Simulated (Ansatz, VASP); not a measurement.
MoOs in VASP and in Ansatz

```xyz
2
Lattice="2.5488 0.0000 0.0000 -1.2744 2.2073 0.0000 0.0000 0.0000 5.3685" Properties=species:S:1:pos:R:3 pbc="T T T"
Mo    1.2744    0.7358    2.6843
Os    0.0000    1.4716    0.0000
```

Alike in both runs: task single point; functional LDA; k mesh 21 × 21 × 12; occupations gaussian, width 0.15 eV; no spin polarisation.

|  | VASP | Ansatz |
| --- | --- | --- |
| version | VASP 6.6.1 | Ansatz 0.2.0 |
| potentials or method | VASP PAW LDA potentials, release 64 (Mo_sv, Os), cutoff 520 eV | scalar-relativistic, plane waves, PAW |
| valence electrons in the cell | 22 | 30 |

```csv
,VASP,Ansatz,Ansatz less VASP
gap on the k mesh at the Fermi level (eV),none,none,-
pressure (GPa),7.9,7.0,-0.82
"traceless stress, the component that is largest in VASP (GPa)",-54.03,-53.88,+0.146
```

LDA's correlation is that of Perdew and Zunger in VASP and of Perdew and Wang (1992) in Ansatz. A gap of «none» marks a metal or a gap that the smearing closes. VASP's potentials hold 22 valence electrons a cell and Ansatz's 30, so a difference there can come from the potentials and not from the codes.

Spin-orbit coupling is off throughout.
